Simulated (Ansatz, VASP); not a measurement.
One calculation of ZnS, two programs

Contents of POSCAR:

```
ZnS
1.0
    3.5021840075      0.0000000000      0.0000000000
   -1.7510920037      3.0329803192      0.0000000000
    0.0000000000      0.0000000000      6.7453939643
Zn S
2 2
Direct
    0.3333333333      0.6666666667      0.0053880710
    0.6666666667      0.3333333333      0.5053880710
    0.3333333333      0.6666666667      0.3796119290
    0.6666666667      0.3333333333      0.8796119290
```

INCAR.step1

```
SYSTEM = ZnS
ALGO = Normal
EDIFF = 1E-4
ENCUT = 520
GGA = PE
ISMEAR = 0
LASPH = .TRUE.
LCHARG = .FALSE.
LREAL = .FALSE.
LWAVE = .TRUE.
NBANDS = 26
NELM = 80
PREC = Accurate
SIGMA = 0.05
```

INCAR.step2

```
SYSTEM = ZnS
ALGO = Normal
EDIFF = 1E-6
ENCUT = 520
ISIF = 2
ISMEAR = 0
ISTART = 1
LASPH = .TRUE.
LCHARG = .TRUE.
LELF = .TRUE.
LMIXTAU = .TRUE.
LREAL = .FALSE.
LVHAR = .TRUE.
LWAVE = .FALSE.
METAGGA = R2SCAN
NBANDS = 26
NELM = 80
PREC = Accurate
SIGMA = 0.05
```

The input KPOINTS:

```
k-points
0
G
  6 6 4
  0 0 0
```

Input for Ansatz:

```yaml
crystal:
  lattice:
    - [3.5021840075, 0.0, 0.0]
    - [-1.7510920037, 3.0329803192, 0.0]
    - [0.0, 0.0, 6.7453939643]
  atoms:
    - { symbol: Zn, position: [0.3333333333, 0.6666666667, 0.005388071] }
    - { symbol: Zn, position: [0.6666666667, 0.3333333333, 0.505388071] }
    - { symbol: S, position: [0.3333333333, 0.6666666667, 0.379611929] }
    - { symbol: S, position: [0.6666666667, 0.3333333333, 0.879611929] }
basis:
  ecutwfc: 500
kpoints:
  mp_grid: { grid: [6, 6, 4] }
hamiltonian:
  xc: r2scan
scf:
  occupations: { method: gaussian, width: 0.05 }
output:
  forces: true
  stress: true
  eigenvalues: true
```

Change from the starting cell: strain -0.080 along x and y, +0.080 along z, atoms carried along.

Alike in both runs: task single point; functional r2SCAN; k mesh 6 × 6 × 4; occupations gaussian, width 0.05 eV; no spin polarisation.

|  | VASP | Ansatz |
| --- | --- | --- |
| version | VASP 6.6.1 | Ansatz 0.2.0 |
| potentials or method | VASP PAW PBE potentials, release 64 (Zn, S), cutoff 520 eV | scalar-relativistic, plane waves, PAW |
| valence electrons in the cell | 36 | 36 |

|  | VASP | Ansatz | Ansatz less VASP |
| --- | --- | --- | --- |
| gap on the k mesh at the Fermi level (eV) | 2.02 | 2.02 | -0.004 |
| least direct gap on the mesh (eV) | 2.02 | 2.02 | -0.004 |
| pressure (GPa) | 12.1 | 12.0 | -0.13 |
| traceless stress, the component that is largest in VASP (GPa) | -17.76 | -17.59 | +0.167 |
| rms of the force components (eV/Å) | 0.629 | 0.625 | -0.0049 |

VASP's potentials were made for PBE, not for r2SCAN. Atom by atom the forces differ by 0.005 eV/Å (rms over components).
